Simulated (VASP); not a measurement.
Write the native input for VASP 6.6.1 that does the following.

| Item | Value |
| --- | --- |
| Task | single point |
| Functional | LDA |
| Potentials or basis | VASP PAW LDA potentials, release 64 (Mg, O) |
| Cutoff | 520 eV |
| k mesh | 6 × 6 × 6 |
| Occupations | gaussian, width 0.01 eV |
| Spin | no spin polarisation |
| Dipole correction | no |
| Further INCAR settings | ALGO = Normal; EDIFF = 1e-06; NBANDS = 11 |

The structure of MgO lies in POSCAR:

```
MgO
1.0
    0.0000000000      2.0908720000      2.0908720000
    2.0908720000      0.0000000000      2.0908720000
    2.0908720000      2.0908720000      0.0000000000
Mg O
1 1
Direct
    0.0000000000      0.0000000000      0.0000000000
    0.5000000000      0.5000000000      0.5000000000
```

One way to write it, as run:

INCAR

```
SYSTEM = MgO
PREC = Accurate
ENCUT = 520
EDIFF = 1E-6
ISMEAR = 0
SIGMA = 0.01
LREAL = .FALSE.
LASPH = .TRUE.
NELM = 80
ALGO = Normal
ISIF = 2
LWAVE = .FALSE.
LCHARG = .FALSE.
GGA = CA
NBANDS = 11
```

KPOINTS

```
Automatic mesh
0
G
  6 6 6
  0 0 0
```

Potentials or basis: VASP PAW LDA potentials, release 64 (Mg, O).

Launch:

```bash
$ cat potpaw_LDA.64/Mg/POTCAR potpaw_LDA.64/O/POTCAR > POTCAR
$ mpirun -np 1 vasp_std > vasp.out
```

Results of the run:

```json
{
 "Pressure": "-4.4 GPa",
 "Band gap on the k mesh": "4.87 eV, direct"
}
```

Caveat: the k points lie up to 0.43 Å⁻¹ apart.

Run time: 4.3 s on 1 thread of AMD EPYC 7R43 64-Core Processor (Zen 3), on a shared host, peak memory 0.09 GiB.
